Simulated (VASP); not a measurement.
A run of VASP 6.6.1 is set up as follows.

File INCAR:

```
SYSTEM = InGaO
ALGO = Normal
EDIFF = 1E-6
ENCUT = 520
GGA = PE
ISIF = 2
ISMEAR = 0
LASPH = .True.
LCHARG = .False.
LREAL = .False.
LWAVE = .False.
NBANDS = 23
NELM = 80
PREC = Accurate
SIGMA = 0.1
```

The input KPOINTS:

```
k-points
0
Gamma
  6 6 4
  0 0 0
```

Contents of POSCAR:

```
InGaO
1.0
    3.4268251208     -0.0000000025      0.0000000000
   -1.7134125582      2.9677176102      0.0000000000
    0.0000000000      0.0000000000      5.7339940377
In Ga O
1 1 1
Direct
    0.0000000000      0.0000000000      0.0000000000
    0.6666666667      0.3333333333      0.5000000000
    0.3333333333      0.6666666667      0.5000000000
```

Potentials or basis: VASP PAW PBE potentials, release 64 (In_d, Ga_d, O).

Command:

```sh
$ cat potpaw_PBE.64/In_d/POTCAR potpaw_PBE.64/Ga_d/POTCAR potpaw_PBE.64/O/POTCAR > POTCAR
$ mpirun -np 1 vasp_std > vasp.out
```

Question: Estimate the band gap on the k mesh.

Answer: Zero (bands 16 and 17 overlap by 0.35 eV).

Question: Estimate the pressure.

Answer: 0.3 GPa.

Stress tensor (GPa, compression positive):
```
0.36 0.00 0.00
0.00 0.36 0.00
0.00 0.00 0.13
```

Caveat: spin-orbit coupling is left out, which moves the levels of the heavy elements.
